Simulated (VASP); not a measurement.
# TaN (Fm-3m) in VASP: a series of runs

The runs below take TaN through single point, with PBE.

All numbers are computed with VASP 6.6.1; they aren't measurements. Logs are shortened: lines on timing, memory, paths and dates and some standing lists are left out, and cuts for length are marked.

## 1. The cell of the first run

Symmetry: Fm-3m, No. 225, cubic system. The conventional cell has a = 4.358 Å, b = 4.358 Å, c = 4.358 Å, α = 90.00°, β = 90.00°, γ = 90.00°. Ta (site symmetry m-3m) has 6 N at 2.18 Å within 2.9 Å. N (site symmetry m-3m) has 6 Ta at 2.18 Å within 2.9 Å.

## 2. Single point, PBE

File INCAR:

```
PREC = Accurate
ENCUT = 600
EDIFF = 1E-6
ISMEAR = -1
SIGMA = 0.1
LREAL = F
LASPH = T
NELM = 120
ALGO = Normal
ISIF = 2
LWAVE = F
LCHARG = F
GGA = PE
NBANDS = 15
GGA_COMPAT = F
```

File KPOINTS:

```
regular mesh
0
Gamma
  3 3 3
```

File POSCAR:

```
TaN
1.0
    0.0000000000      2.1790000000      2.1790000000
    2.1790000000      0.0000000000      2.1790000000
    2.1790000000      2.1790000000      0.0000000000
Ta N
1 1
Direct
    0.5000000000      0.5000000000      0.5000000000
    0.0000000000      0.0000000000      0.0000000000
```

Potentials or basis: VASP PAW PBE potentials, release 64 (Ta_pv, N).

The run is started by

```bash
> cat potpaw_PBE.64/Ta_pv/POTCAR potpaw_PBE.64/N/POTCAR > POTCAR
> mpirun -np 1 vasp_std > vasp.out
```

OUTCAR:

```text
PREC = Accurate
   ENCUT = 600
   EDIFF = 1E-6
   ISMEAR = -1
   LREAL = F
   LASPH = T
   NELM = 120
   ISIF = 2
   GGA = PE

 ion  position               nearest neighbor table
   1  0.500  0.500  0.500-   2 2.18   2 2.18   2 2.18   2 2.18   2 2.18   2 2.18
   2  0.000  0.000  0.000-   1 2.18   1 2.18   1 2.18   1 2.18   1 2.18   1 2.18

  LATTYP: Found a face centered cubic cell.
 ALAT       =     4.3580000000

  Lattice vectors:

 A1 = (   0.0000000000,   2.1790000000,   2.1790000000)
 A2 = (   2.1790000000,   0.0000000000,   2.1790000000)
 A3 = (   2.1790000000,   2.1790000000,   0.0000000000)

Analysis of symmetry for initial positions (statically):
=====================================================================
 Subroutine PRICEL returns:
 Original cell was already a primitive cell.

 Routine SETGRP: Setting up the symmetry group for a
 face centered cubic supercell.

 Subroutine GETGRP returns: Found 48 space group operations
[... 9 lines left out ...]

 Routine SETGRP: Setting up the symmetry group for a
 face centered cubic supercell.

 Subroutine GETGRP returns: Found 48 space group operations
 (whereof 48 operations were pure point group operations)
 out of a pool of 48 trial point group operations.

The dynamic configuration has the point symmetry O_h .

 Subroutine INISYM returns: Found 48 space group operations
 (whereof 48 operations are pure point group operations),
 and found     1 'primitive' translations

----------------------------------------------------------------------------------------

                                     Primitive cell

  volume of cell :      20.6920

  direct lattice vectors                    reciprocal lattice vectors
     0.000000000  2.179000000  2.179000000    -0.229463056  0.229463056  0.229463056
     2.179000000  0.000000000  2.179000000     0.229463056 -0.229463056  0.229463056
     2.179000000  2.179000000  0.000000000     0.229463056  0.229463056 -0.229463056

  length of vectors
     3.081571352  3.081571352  3.081571352     0.397441672  0.397441672  0.397441672

  position of ions in fractional coordinates (direct lattice)
     0.500000000  0.500000000  0.500000000
     0.000000000  0.000000000  0.000000000

  ion indices of the primitive-cell ions
   primitive index   ion index
                 1           1
                 2           2

----------------------------------------------------------------------------------------

 KPOINTS: regular mesh

Automatic generation of k-mesh.
 Grid dimensions read from file:
 generate k-points for:    3    3    3

 Generating k-lattice:

  Cartesian coordinates                     Fractional coordinates (reciprocal lattice)
    -0.076487685  0.076487685  0.076487685     0.333333333  0.000000000  0.000000000
     0.076487685 -0.076487685  0.076487685     0.000000000  0.333333333  0.000000000
     0.076487685  0.076487685 -0.076487685     0.000000000  0.000000000  0.333333333

  Length of vectors
     0.132480557  0.132480557  0.132480557

  Shift w.r.t. Gamma in fractional coordinates (k-lattice)
     0.000000000  0.000000000  0.000000000

 Subroutine IBZKPT returns following result:
 ===========================================

 Found      4 irreducible k-points:

 Following reciprocal coordinates:
            Coordinates               Weight
  0.000000  0.000000  0.000000      1.000000
  0.333333  0.000000  0.000000      8.000000
  0.333333  0.333333  0.000000      6.000000
 -0.333333  0.333333  0.000000     12.000000
   k-points           NKPTS =      4   k-points in BZ     NKDIM =      4   number of bands    NBANDS=     15
   number of dos      NEDOS =    301   number of ions     NIONS =      2
   total plane-waves  NPLWV =  21952
   dimension x,y,z NGX =    28 NGY =   28 NGZ =   28
   dimension x,y,z NGXF=    56 NGYF=   56 NGZF=   56
   ions per type =               1   1
   NGX,Y,Z   is equivalent  to a cutoff of  15.11, 15.11, 15.11 a.u.
   NGXF,Y,Z  is equivalent  to a cutoff of  30.21, 30.21, 30.21 a.u.
 SYSTEM =  unknown system
   PREC   = accura    normal or accurate (medium, high low for compatibility)
   ISTART =      0    job   : 0-new  1-cont  2-samecut
   ICHARG =      2    charge: 1-file 2-atom 10-const
   ISPIN  =      1    spin polarized calculation?
   LNONCOLLINEAR =      F non collinear calculations
   LSORBIT =      F    spin-orbit coupling
   LASPH  =      T    aspherical Exc in radial PAW
   ENCUT  =  600.0 eV  44.10 Ry    6.64 a.u.   6.15  6.15  6.15*2*pi/ulx,y,z
   NELM   =    120;   NELMIN=  2; NELMDL= -5     # of ELM steps
   EDIFF  = 0.1E-05   stopping-criterion for ELM
   LREAL  =      F    real-space projection
   EDIFFG = 0.1E-04   stopping-criterion for IOM
   NSW    =      0    number of steps for IOM
   IBRION =     -1    ionic relax: 0-MD 1-quasi-New 2-CG
   NFREE  =      0    steps in history (QN), initial steepest desc. (CG)
   ISIF   =      2    stress and relaxation
   ISYM   =      2    0-nonsym 1-usesym 2-fastsym
   POTIM  = 0.5000    time-step for ionic-motion
   TEBEG  =    0.0;   TEEND  =   0.0 temperature during run
   PSTRESS=    0.0 pullay stress
   NELECT =      16.0000    total number of electrons
   NUPDOWN=      -1.0000    fix difference up-down
   EMIN   =  10.00;   EMAX   =-10.00  energy-range for DOS
   EFERMI =   0.00;   METHOD = LEGACY
   ISMEAR =    -1;   SIGMA  =   0.10  broadening in eV -4-tet -1-fermi 0-gaus
   EFERMI_NEDOS =   21; number of points for ismear=-14 and -15
   IALGO  =     38    algorithm
   IMIX   =      4    mixing-type and parameters
     AMIX     =   0.40;   BMIX     =  1.00
     AMIX_MAG =   1.60;   BMIX_MAG =  1.00
  volume/ion in A,a.u.               =      10.35        69.82
  Fermi-wavevector in a.u.,A,eV,Ry     =   1.502615  2.839530 30.719922  2.257851
  Thomas-Fermi vector in A             =   2.613832
   LORBIT       =      0    0 simple, 1 ext, 2 COOP (PROOUT), +10 PAW based schemes
   GGA     = PE    functional components
   LHFCALC =     F    Hartree Fock is set to
   AEXX    =    0.0000 exact exchange contribution
   IVDW    =     0    specifies the selected vdW correction
   LEPSILON=     F    determine dielectric tensor
   LRPA    =     F    only Hartree local field effects (RPA)
 non-spin polarized calculation
  energy-cutoff  :      600.00
  volume of cell :       20.69
 maximum number of plane-waves:       701
 NGX is ok and might be reduce to    28
   NGX = 13   NGY = 13   NGZ = 13

 number of electron      16.0000001 magnetization

 Free energy of the ion-electron system (eV)
  ---------------------------------------------------
  ext. energy  EPLUGINS =         0.00000000
  ---------------------------------------------------
  free energy    TOTEN  =       -21.31822354 eV

  energy without entropy =      -21.26400736  energy(sigma->0) =      -21.29111545

 E-fermi :   9.9575     XC(G=0): -13.5936

 val. band max:        9.9260888135   @ k =   0.3333   0.0000   0.0000
 cond. band min:      10.4739223770   @ k =   0.3333   0.0000   0.0000
 fundamental gap:      0.5478335636
 Fermi energy:         9.9574816046

 k-point     1 :       0.0000    0.0000    0.0000
  band No.  band energies     occupation
      1     -25.9300      2.00000
      2     -25.9300      2.00000
      3     -25.9300      2.00000
      4      -9.1717      2.00000
      5       6.0364      2.00000
      6       6.0364      2.00000
      7       6.0364      2.00000
      8       7.6515      2.00000
      9       7.6515      2.00000
     10       7.6515      2.00000
     11       9.8984      1.28702
     12       9.8984      1.28702
     13      11.6443      0.00000
     14      19.2456      0.00000
     15      22.1850      0.00000

 k-point     2 :       0.3333    0.0000    0.0000
  band No.  band energies     occupation
      1     -26.6478      2.00000
      2     -25.9975      2.00000
      3     -25.9975      2.00000
      4      -6.9629      2.00000
      5       0.7011      2.00000
      6       2.7201      2.00000
      7       2.7201      2.00000
      8       9.9261      1.15569
      9      10.4739      0.01137
     10      10.4739      0.01137
     11      15.0936      0.00000
     12      15.6585      0.00000
     13      15.6585      0.00000
     14      22.0752      0.00000
     15      22.3181      0.00000

 k-point     3 :       0.3333    0.3333    0.0000
  band No.  band energies     occupation
      1     -26.5563      2.00000
      2     -26.1641      2.00000
      3     -26.1641      2.00000
      4      -7.6762      2.00000
      5       1.7633      2.00000
      6       4.8297      2.00000
      7       4.9808      2.00000
      8       4.9808      2.00000
      9      11.4089      0.00000
     10      12.7900      0.00000
     11      12.7900      0.00000
     12      13.4224      0.00000
     13      18.6358      0.00000
     14      21.7921      0.00000
     15      22.2390      0.00000

 k-point     4 :      -0.3333    0.3333    0.0000
  band No.  band energies     occupation
      1     -26.5488      2.00000
      2     -26.4986      2.00000
      3     -26.1159      2.00000
      4      -6.9096      2.00000
      5       1.2095      2.00000
      6       2.9462      2.00000
      7       3.0043      2.00000
      8       8.9850      1.99988
      9      11.7933      0.00000
     10      11.8013      0.00000
     11      14.1711      0.00000
     12      16.5147      0.00000
     13      19.7029      0.00000
     14      21.2887      0.00000
     15      21.3143      0.00000

------------------------ aborting loop because EDIFF is reached ----------------------------------------

  FORCE on cell =-STRESS in cart. coord.  units (eV):
  Direction    XX          YY          ZZ          XY          YZ          ZX
  --------------------------------------------------------------------------------------
  -------------------------------------------------------------------------------------
  Total        2.8472091      2.8472091      2.8472091      0.0000000     -0.0000000      0.0000000
  in kB      220.4592126    220.4592126    220.4592126      0.0000000     -0.0000000      0.0000000
  external PRESSURE =     220.4592126 kB  Pullay stress =       0.0000000 kB

 VOLUME and BASIS-vectors are now :
 -----------------------------------------------------------------------------
  energy-cutoff  :      600.00
  volume of cell :       20.69
      direct lattice vectors                 reciprocal lattice vectors
     0.000000000  2.179000000  2.179000000    -0.229463056  0.229463056  0.229463056
     2.179000000  0.000000000  2.179000000     0.229463056 -0.229463056  0.229463056
     2.179000000  2.179000000  0.000000000     0.229463056  0.229463056 -0.229463056

 POSITION                                       TOTAL-FORCE (eV/Angst)
 -----------------------------------------------------------------------------------
      2.17900      2.17900      2.17900        -0.000000     -0.000000     -0.000000
      0.00000      0.00000      0.00000         0.000000      0.000000      0.000000
 -----------------------------------------------------------------------------------
    total drift:                                0.000000      0.000000      0.000000

  FREE ENERGIE OF THE ION-ELECTRON SYSTEM (eV)
  ---------------------------------------------------
  free  energy   TOTEN  =       -21.3182235408 eV

  energy  without entropy=      -21.2640073600  energy(sigma->0) =      -21.29111545
```

Run time: 5.6 s. Hardware: 1 thread of Intel Xeon 8259CL, shared host; peak memory 0.15 GiB.

What came out:

| Quantity | Value |
| --- | --- |
| Free energy | -21.3182 eV |
| Pressure | 22.0 GPa |
| Band gap on the k mesh | zero (band 8 reaches 9.93 eV, above the bottom of band 9 at 7.65 eV) |

Levels at points of the mesh, in eV from the Fermi level:
| k point | band 4 | band 5 | band 6 | band 7 | band 8 | band 9 | band 10 | band 11 | band 12 | band 13 |
| --- | --- | --- | --- | --- | --- | --- | --- | --- | --- | --- |
| (0.00, 0.00, 0.00) | -19.13 | -3.92 | -3.92 | -3.92 | -2.31 | -2.31 | -2.31 | -0.06 | -0.06 | 1.69 |

Caveat: the k points lie up to 0.83 Å⁻¹ apart; spin-orbit coupling is left out, which moves the levels of the heavy elements.

## 3. Single point, PBE

File INCAR:

```
PREC     = Accurate       # precision mode
ENCUT    = 600            # plane-wave cutoff, eV
EDIFF    = 1E-6           # SCF threshold, eV
ISMEAR   = -1             # smearing method
SIGMA    = 0.1            # smearing width, eV
LREAL    = F              # projectors in reciprocal space
LASPH    = T              # aspherical terms in the spheres
NELM     = 120            # most SCF steps
ALGO     = Normal         # electronic algorithm
ISIF     = 2              # what is computed and relaxed
LWAVE    = F              # write WAVECAR
LCHARG   = F              # write CHGCAR
GGA      = PE             # functional
NBANDS   = 15             # bands
GGA_COMPAT= F
```

File KPOINTS:

```
regular mesh
0
Gamma
  5 5 5
```

POSCAR is that of step 2.

Potentials or basis: VASP PAW PBE potentials, release 64 (Ta_pv, N).

The run is started by

```bash
> cat potpaw_PBE.64/Ta_pv/POTCAR potpaw_PBE.64/N/POTCAR > POTCAR
> mpirun -np 1 vasp_std > vasp.out
```

It took 7.8 s on 1 thread of Intel Xeon 8259CL, shared host; peak memory 0.16 GiB.

It converged, with:

* Free energy: -21.8281 eV
* Pressure: 15.0 GPa
* Band gap on the k mesh: zero (band 8 reaches 10.84 eV, above the bottom of band 9 at 7.68 eV)

Levels at points of the mesh, in eV from the Fermi level:
| k point | band 5 | band 6 | band 7 | band 8 | band 9 | band 10 | band 11 | band 12 |
| --- | --- | --- | --- | --- | --- | --- | --- | --- |
| (0.00, 0.00, 0.00) | -4.04 | -4.04 | -4.04 | -2.32 | -2.32 | -2.32 | -0.06 | -0.06 |

Caveat: the k points lie up to 0.50 Å⁻¹ apart; spin-orbit coupling is left out, which moves the levels of the heavy elements.

## 4. Single point, PBE

File INCAR:

```
ALGO = Normal
EDIFF = 1E-6
ENCUT = 600
GGA = PE
GGA_COMPAT = F
ISIF = 2
ISMEAR = -1
LASPH = T
LCHARG = F
LREAL = F
LWAVE = F
NBANDS = 15
NELM = 120
PREC = Accurate
SIGMA = 0.1
```

File KPOINTS:

```
k-points
0
Gamma
  7 7 7
```

POSCAR is that of step 3.

Potentials or basis: VASP PAW PBE potentials, release 64 (Ta_pv, N).

The run is started by

```bash
> cat potpaw_PBE.64/Ta_pv/POTCAR potpaw_PBE.64/N/POTCAR > POTCAR
> mpirun -np 1 vasp_std > vasp.out
```

OUTCAR:

```text
EDIFF = 1E-6
   ENCUT = 600
   GGA = PE
   ISIF = 2
   ISMEAR = -1
   LASPH = T
   LREAL = F
   NELM = 120
   PREC = Accurate

 ion  position               nearest neighbor table
   1  0.500  0.500  0.500-   2 2.18   2 2.18   2 2.18   2 2.18   2 2.18   2 2.18
   2  0.000  0.000  0.000-   1 2.18   1 2.18   1 2.18   1 2.18   1 2.18   1 2.18

  LATTYP: Found a face centered cubic cell.
 ALAT       =     4.3580000000

  Lattice vectors:
[... 539 lines left out ...]
     15      22.2429      0.00000

------------------------ aborting loop because EDIFF is reached ----------------------------------------

  FORCE on cell =-STRESS in cart. coord.  units (eV):
  Direction    XX          YY          ZZ          XY          YZ          ZX
  --------------------------------------------------------------------------------------
  -------------------------------------------------------------------------------------
  Total        1.9773862      1.9773862      1.9773862     -0.0000000     -0.0000000      0.0000000
  in kB      153.1088827    153.1088827    153.1088827     -0.0000000     -0.0000000      0.0000000
  external PRESSURE =     153.1088827 kB  Pullay stress =       0.0000000 kB

 VOLUME and BASIS-vectors are now :
 -----------------------------------------------------------------------------
  energy-cutoff  :      600.00
  volume of cell :       20.69
      direct lattice vectors                 reciprocal lattice vectors
     0.000000000  2.179000000  2.179000000    -0.229463056  0.229463056  0.229463056
     2.179000000  0.000000000  2.179000000     0.229463056 -0.229463056  0.229463056
     2.179000000  2.179000000  0.000000000     0.229463056  0.229463056 -0.229463056

 POSITION                                       TOTAL-FORCE (eV/Angst)
 -----------------------------------------------------------------------------------
      2.17900      2.17900      2.17900         0.000000      0.000000      0.000000
      0.00000      0.00000      0.00000        -0.000000     -0.000000     -0.000000
 -----------------------------------------------------------------------------------
    total drift:                                0.000000      0.000000      0.000000

  FREE ENERGIE OF THE ION-ELECTRON SYSTEM (eV)
  ---------------------------------------------------
  free  energy   TOTEN  =       -21.8252682974 eV

  energy  without entropy=      -21.7985382669  energy(sigma->0) =      -21.81190328
```

Run time: 12 s. Hardware: 1 thread of Intel Xeon 8259CL, shared host; peak memory 0.16 GiB.

Results:

* Free energy: -21.8253 eV
* Pressure: 15.3 GPa
* Band gap on the k mesh: zero (band 8 reaches 11.25 eV, above the bottom of band 9 at 7.67 eV)

Caveat: spin-orbit coupling is left out, which moves the levels of the heavy elements.

## 5. Single point, PBE

File INCAR:

```
PREC = Accurate
ENCUT = 600
EDIFF = 1E-6
ISMEAR = -1
SIGMA = 0.1
LREAL = False
LASPH = True
NELM = 120
ALGO = Normal
ISIF = 2
LWAVE = False
LCHARG = False
GGA = PE
NBANDS = 15
GGA_COMPAT = False
```

File KPOINTS:

```
regular mesh
0
Gamma
  9 9 9
```

POSCAR is that of step 4.

The run is started by

```bash
> cat potpaw_PBE.64/Ta_pv/POTCAR potpaw_PBE.64/N/POTCAR > POTCAR
> mpirun -np 1 vasp_std > vasp.out
```

Wall time 21 s (1 thread of Intel Xeon 8259CL, shared host); peak memory 0.17 GiB.

Results (log left out):

```
Free energy            : -21.8022 eV
Pressure               : 15.5 GPa
Band gap on the k mesh : zero (band 8 reaches 11.47 eV, above the bottom of band 9 at 7.68 eV)
```

Levels at points of the mesh, in eV from the Fermi level:
| k point | band 6 | band 7 | band 8 | band 9 | band 10 | band 11 |
| --- | --- | --- | --- | --- | --- | --- |
| (0.00, 0.00, 0.00) | -3.80 | -3.80 | -2.07 | -2.07 | -2.07 | 0.18 |

Caveat: spin-orbit coupling is left out, which moves the levels of the heavy elements.

## 6. Overview

```tsv
k mesh	gap on the mesh (eV)	pressure (GPa)
3 × 3 × 3	none	22.0
5 × 5 × 5	none	15.0
7 × 7 × 7	none	15.3
9 × 9 × 9	none	15.5
```

Alike in all rows: task single point; level PBE; potentials or basis VASP PAW PBE potentials, release 64 (Ta_pv, N); no spin polarisation; cell as given; cutoff (eV) 600; smearing fermi-dirac 0.1 eV.

Caveats: some runs use coarse meshes; spin-orbit coupling is left out, which moves the levels of the heavy elements.

Total energies depend on the potentials used, so only differences within one code and one set of settings carry meaning.
